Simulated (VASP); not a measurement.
Runs of VASP 6.6.1 on ZnSe (Stilleite). The structure is that of space group F-43m (No. 216), or close to it. The cells are those of the table. 

```csv
cell,gap on the mesh (eV),pressure (GPa)
"a = 4.112 Å, angles 60.0°, 2 atoms",0.77,-6.7
"a = 3.898 Å, angles 60.0°, 2 atoms",1.42,2.7
"a = 4.060 Å, angles 60.0°, 2 atoms",0.91,-5.1
"a = 4.008 Å, angles 60.0°, 2 atoms",(a),(b)
"a = 3.953 Å, angles 60.0°, 2 atoms",1.23,-0.5
```

Alike in all rows: task single point; level LDA; potentials or basis VASP PAW LDA potentials, release 64 (Zn, Se); no spin polarisation; k mesh 6 × 6 × 6; cutoff (eV) 520; smearing gaussian 0.01 eV.

**Question.** Fill in the values left out.

**Answer.** (a) 1.07; (b) -3.1.

A k mesh can miss the band edges, and the runs leave out spin-orbit coupling on Se.
